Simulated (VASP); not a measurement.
# MgO (rocksalt type) (Fm-3m) in VASP: relaxation of cell and atoms with LDA

Aim: the relaxation of cell and atoms of MgO (rocksalt type) with LDA.

Program: VASP 6.6.1. These are calculated values, not measurements. Logs are shortened: lines on timing, memory, paths and dates and some standing lists are left out, and cuts for length are marked.

## Step 1: The cell of the first run

The structure is cubic, space group Fm-3m (No. 225). The conventional cell has a = 4.309 Å, b = 4.309 Å, c = 4.309 Å, α = 90.00°, β = 90.00°, γ = 90.00°. Within 2.9 Å of Mg (site symmetry m-3m) lie 6 O at 2.15 Å. Within 2.9 Å of O (site symmetry m-3m) lie 6 Mg at 2.15 Å.

## Step 2: Relaxation of cell and atoms, LDA

The input, INCAR:

```
SYSTEM = MgO
PREC     = Accurate       ! precision mode
ENCUT    = 600            ! plane-wave cutoff, eV
EDIFF    = 1E-7           ! SCF threshold, eV
ISMEAR   = -1             ! smearing method
SIGMA    = 0.05           ! smearing width, eV
LREAL    = .False.        ! projectors in reciprocal space
LASPH    = .True.         ! aspherical terms in the spheres
NELM     = 120            ! most SCF steps
ALGO     = Normal         ! electronic algorithm
ISIF     = 3              ! what is computed and relaxed
LWAVE    = .False.        ! write WAVECAR
LCHARG   = .False.        ! write CHGCAR
IBRION   = 2              ! ionic algorithm
NSW      = 60             ! ionic steps
EDIFFG   = -0.005         ! ionic threshold
GGA_COMPAT= .False.      
NELMIN   = 4
```

The input, KPOINTS:

```
Automatic mesh
0
Gamma
  15 15 15
  0 0 0
```

The input, POSCAR:

```
MgO
1.0
    0.0000000000      2.1544346900      2.1544346900
    2.1544346900      0.0000000000      2.1544346900
    2.1544346900      2.1544346900      0.0000000000
Mg O
1 1
Direct
    0.0000000000      0.0000000000      0.0000000000
    0.5000000000      0.5000000000      0.5000000000
```

Potentials or basis: VASP PAW LDA potentials, release 64 (Mg, O).

On the command line:

```sh
cat potpaw_LDA.64/Mg/POTCAR potpaw_LDA.64/O/POTCAR > POTCAR
mpirun -np 1 vasp_std > vasp.out
```

OUTCAR:

```text
SYSTEM = MgO
   PREC = Accurate
   ENCUT = 600
   EDIFF = 1E-7
   ISMEAR = -1
   LREAL = .False.
   LASPH = .True.
   NELM = 120
   ISIF = 3
   IBRION = 2
   NSW = 60
   EDIFFG = -0.005
   NELMIN = 4

 ion  position               nearest neighbor table
   1  0.000  0.000  0.000-   2 2.15   2 2.15   2 2.15   2 2.15   2 2.15   2 2.15
   2  0.500  0.500  0.500-   1 2.15   1 2.15   1 2.15   1 2.15   1 2.15   1 2.15

  LATTYP: Found a face centered cubic cell.
 ALAT       =     4.3088693800

  Lattice vectors:

 A1 = (   0.0000000000,   2.1544346900,   2.1544346900)
 A2 = (   2.1544346900,   0.0000000000,   2.1544346900)
 A3 = (   2.1544346900,   2.1544346900,   0.0000000000)

Analysis of symmetry for initial positions (statically):
=====================================================================
 Subroutine PRICEL returns:
 Original cell was already a primitive cell.

 Routine SETGRP: Setting up the symmetry group for a
 face centered cubic supercell.

 Subroutine GETGRP returns: Found 48 space group operations
 (whereof 48 operations were pure point group operations)
 out of a pool of 48 trial point group operations.

The static configuration has the point symmetry O_h .

Analysis of symmetry for dynamics (positions and initial velocities):
=====================================================================
 Subroutine PRICEL returns:
 Original cell was already a primitive cell.

 Routine SETGRP: Setting up the symmetry group for a
 face centered cubic supercell.

 Subroutine GETGRP returns: Found 48 space group operations
 (whereof 48 operations were pure point group operations)
 out of a pool of 48 trial point group operations.

The dynamic configuration has the point symmetry O_h .

 Subroutine INISYM returns: Found 48 space group operations
 (whereof 48 operations are pure point group operations),
 and found     1 'primitive' translations

----------------------------------------------------------------------------------------

                                     Primitive cell

  volume of cell :      20.0000

  direct lattice vectors                    reciprocal lattice vectors
     0.000000000  2.154434690  2.154434690    -0.232079442  0.232079442  0.232079442
     2.154434690  0.000000000  2.154434690     0.232079442 -0.232079442  0.232079442
     2.154434690  2.154434690  0.000000000     0.232079442  0.232079442 -0.232079442

  length of vectors
     3.046830758  3.046830758  3.046830758     0.401973384  0.401973384  0.401973384

  position of ions in fractional coordinates (direct lattice)
     0.000000000  0.000000000  0.000000000
     0.500000000  0.500000000  0.500000000

  ion indices of the primitive-cell ions
   primitive index   ion index
                 1           1
                 2           2

----------------------------------------------------------------------------------------

 KPOINTS: Automatic mesh

Automatic generation of k-mesh.
 Grid dimensions read from file:
 generate k-points for:   15   15   15

 Generating k-lattice:

  Cartesian coordinates                     Fractional coordinates (reciprocal lattice)
    -0.015471963  0.015471963  0.015471963     0.066666667  0.000000000  0.000000000
     0.015471963 -0.015471963  0.015471963     0.000000000  0.066666667  0.000000000
     0.015471963  0.015471963 -0.015471963     0.000000000  0.000000000  0.066666667

  Length of vectors
     0.026798226  0.026798226  0.026798226

  Shift w.r.t. Gamma in fractional coordinates (k-lattice)
     0.000000000  0.000000000  0.000000000

 Subroutine IBZKPT returns following result:
 ===========================================

 Found    120 irreducible k-points:

 Following reciprocal coordinates:
            Coordinates               Weight
  0.000000  0.000000  0.000000      1.000000
  0.066667  0.000000  0.000000      8.000000
  0.133333  0.000000  0.000000      8.000000
  0.200000  0.000000  0.000000      8.000000
  0.266667  0.000000  0.000000      8.000000
  0.333333  0.000000  0.000000      8.000000
[... 16 lines left out ...]
  0.133333  0.133333  0.000000      6.000000
  0.200000  0.133333  0.000000     24.000000
 [... further k-points ...]
   k-points           NKPTS =    120   k-points in BZ     NKDIM =    120   number of bands    NBANDS=      8
   number of dos      NEDOS =    301   number of ions     NIONS =      2
   total plane-waves  NPLWV =  13824
   dimension x,y,z NGX =    24 NGY =   24 NGZ =   24
   dimension x,y,z NGXF=    48 NGYF=   48 NGZF=   48
   ions per type =               1   1
   NGX,Y,Z   is equivalent  to a cutoff of  13.10, 13.10, 13.10 a.u.
   NGXF,Y,Z  is equivalent  to a cutoff of  26.19, 26.19, 26.19 a.u.
 SYSTEM =  MgO
   PREC   = accura    normal or accurate (medium, high low for compatibility)
   ISTART =      0    job   : 0-new  1-cont  2-samecut
   ICHARG =      2    charge: 1-file 2-atom 10-const
   ISPIN  =      1    spin polarized calculation?
   LNONCOLLINEAR =      F non collinear calculations
   LSORBIT =      F    spin-orbit coupling
   LASPH  =      T    aspherical Exc in radial PAW
   ENCUT  =  600.0 eV  44.10 Ry    6.64 a.u.   6.09  6.09  6.09*2*pi/ulx,y,z
   NELM   =    120;   NELMIN=  4; NELMDL= -5     # of ELM steps
   EDIFF  = 0.1E-06   stopping-criterion for ELM
   LREAL  =      F    real-space projection
   EDIFFG = -.5E-02   stopping-criterion for IOM
   NSW    =     60    number of steps for IOM
   IBRION =      2    ionic relax: 0-MD 1-quasi-New 2-CG
   NFREE  =      1    steps in history (QN), initial steepest desc. (CG)
   ISIF   =      3    stress and relaxation
   ISYM   =      2    0-nonsym 1-usesym 2-fastsym
   POTIM  = 0.5000    time-step for ionic-motion
   TEBEG  =    0.0;   TEEND  =   0.0 temperature during run
   PSTRESS=    0.0 pullay stress
   NELECT =       8.0000    total number of electrons
   NUPDOWN=      -1.0000    fix difference up-down
   EMIN   =  10.00;   EMAX   =-10.00  energy-range for DOS
   EFERMI =   0.00;   METHOD = LEGACY
   ISMEAR =    -1;   SIGMA  =   0.05  broadening in eV -4-tet -1-fermi 0-gaus
   EFERMI_NEDOS =   21; number of points for ismear=-14 and -15
   IALGO  =     38    algorithm
   IMIX   =      4    mixing-type and parameters
     AMIX     =   0.40;   BMIX     =  1.00
     AMIX_MAG =   1.60;   BMIX_MAG =  1.00
  volume/ion in A,a.u.               =      10.00        67.48
  Fermi-wavevector in a.u.,A,eV,Ry     =   1.206225  2.279434 19.796173  1.454978
  Thomas-Fermi vector in A             =   2.341898
   LORBIT       =      0    0 simple, 1 ext, 2 COOP (PROOUT), +10 PAW based schemes
   GGA     = CA    functional components
   LHFCALC =     F    Hartree Fock is set to
   AEXX    =    0.0000 exact exchange contribution
   IVDW    =     0    specifies the selected vdW correction
   LEPSILON=     F    determine dielectric tensor
   LRPA    =     F    only Hartree local field effects (RPA)
 conjugate gradient relaxation of ions
 non-spin polarized calculation
  energy-cutoff  :      600.00
  volume of cell :       20.00
 maximum number of plane-waves:       681
   NGX = 13   NGY = 13   NGZ = 13

--------------------------------------- Ionic step        1  -------------------------------------------

 number of electron       7.9999998 magnetization

 Free energy of the ion-electron system (eV)
  ---------------------------------------------------
  ext. energy  EPLUGINS =         0.00000000
  ---------------------------------------------------
  free energy    TOTEN  =       -13.32792252 eV

  energy without entropy =      -13.32792252  energy(sigma->0) =      -13.32792252

------------------------ aborting loop because EDIFF is reached ----------------------------------------

  FORCE on cell =-STRESS in cart. coord.  units (eV):
  Direction    XX          YY          ZZ          XY          YZ          ZX
  --------------------------------------------------------------------------------------
  -------------------------------------------------------------------------------------
  Total       -2.0682607     -2.0682607     -2.0682607      0.0000000      0.0000000      0.0000000
  in kB     -165.6860166   -165.6860166   -165.6860166      0.0000000      0.0000000      0.0000000
  external PRESSURE =    -165.6860166 kB  Pullay stress =       0.0000000 kB
[... 57 lines left out ...]
  energy  without entropy=      -13.4417589420  energy(sigma->0) =      -13.44175894

--------------------------------------- Ionic step        3  -------------------------------------------

 number of electron       7.9999999 magnetization

 Free energy of the ion-electron system (eV)
  ---------------------------------------------------
  ext. energy  EPLUGINS =         0.00000000
  ---------------------------------------------------
  free energy    TOTEN  =       -13.45495557 eV

  energy without entropy =      -13.45495557  energy(sigma->0) =      -13.45495557

 E-fermi :   4.3095     XC(G=0): -11.8335

 val. band max:        3.2646501669   @ k =   0.0000   0.0000   0.0000
 cond. band min:       8.4234390722   @ k =   0.0000   0.0000   0.0000
 fundamental gap:      5.1587889053
 Fermi energy:         4.3094534774

 k-point     1 :       0.0000    0.0000    0.0000
  band No.  band energies     occupation
      1     -14.0038      2.00000
      2       3.2647      2.00000
      3       3.2647      2.00000
      4       3.2647      2.00000
      5       8.4234      0.00000
      6      19.0631      0.00000
      7      19.0631      0.00000
      8      19.0631      0.00000
[... 243 lines left out ...]
 k-point    24 :       0.2000    0.1333    0.0000
  band No.  band energies     occupation
      1     -13.5536      2.00000
      2       1.4749      2.00000
      3       2.8394      2.00000
      4       2.8442      2.00000
      5      10.3943      0.00000
      6      15.8904      0.00000
      7      19.9699      0.00000
      8      20.0636      0.00000

 [... further k-points ...]
[... 5 lines left out ...]
  --------------------------------------------------------------------------------------
  -------------------------------------------------------------------------------------
  Total        0.0043712      0.0043712      0.0043712     -0.0000000      0.0000000      0.0000000
  in kB        0.3939785      0.3939785      0.3939785     -0.0000000      0.0000000      0.0000000
  external PRESSURE =       0.3939785 kB  Pullay stress =       0.0000000 kB
[... 17 lines left out ...]
  FREE ENERGIE OF THE ION-ELECTRON SYSTEM (eV)
  ---------------------------------------------------
  free  energy   TOTEN  =       -13.4549555708 eV

  energy  without entropy=      -13.4549555708  energy(sigma->0) =      -13.45495557

 reached required accuracy - stopping structural energy minimisation
```

It took 24 s on 1 thread of Intel Xeon 6975P-C, shared host; peak memory 0.16 GiB.

What came out:

* Free energy: -13.4550 eV
* Relaxed volume: 8.89 Å³/atom
* Relaxed cell: a = 2.929 Å, b = 2.929 Å, c = 2.929 Å, α = 60.00°, β = 60.00°, γ = 60.00°
* Space group after relaxing (to 0.05 Å): Fm-3m (No. 225)
* Energy gained by relaxing: 63.5 meV/atom
* Ionic steps: 3
* Pressure after relaxing: 0.0 GPa
* Band gap on the k mesh: 5.16 eV, direct

The path:
| step | energy change (eV) | largest force (eV/Å) | pressure (GPa) | volume (Å³) |
| --- | --- | --- | --- | --- |
| 1 | 0.0000 | 0.0000 | -16.57 | 20.00 |
| 2 | -0.1138 | 0.0000 | 6.96 | 17.15 |
| 3 | -0.1270 | 0.0000 | 0.04 | 17.78 |

Final structure:
```
Mg O
1.0
     0.00000    2.07143    2.07143
     2.07143    0.00000    2.07143
     2.07143    2.07143    0.00000
Mg O
1 1
Direct
  0.00000 0.00000 0.00000
  0.50000 0.50000 0.50000
```
